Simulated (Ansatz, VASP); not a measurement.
## GaP4 in VASP and in Ansatz

```
CELL_PARAMETERS angstrom
4.39448 0.00000 0.00000
-2.19724 3.80573 0.00000
0.00000 0.00000 5.39854
ATOMIC_POSITIONS crystal
Ga 0.00000 0.00000 0.50000
P 0.33333 0.66667 0.00000
P 0.66667 0.33333 0.00000
P 0.33333 0.66667 0.50000
P 0.66667 0.33333 0.50000
```

Alike in both runs: task relaxation of cell and atoms; functional PBE; k mesh 6 × 6 × 4; occupations gaussian, width 0.1 eV; no spin polarisation.

|  | VASP | Ansatz |
| --- | --- | --- |
| version | VASP 6.6.1 | Ansatz 0.2.0 |
| potentials or method | VASP PAW PBE potentials, release 64 (Ga_d, P), cutoff 600 eV | scalar-relativistic, plane waves, PAW |
| valence electrons in the cell | 33 | 33 |

Ansatz gave:

| Item | Value |
| --- | --- |
| gap on the k mesh at the Fermi level, each at its own relaxed structure (eV) | none |
| relaxed volume (Å³/atom) | 17.44 |
| relaxed cell length with the largest relative difference (Å) | 4.911 |

Q: What did VASP give for the same quantities?

A: gap on the k mesh at the Fermi level, each at its own relaxed structure (eV): none; relaxed volume (Å³/atom): 17.43; relaxed cell length with the largest relative difference (Å): 4.901.

A gap of «none» marks a metal or a gap that the smearing closes.
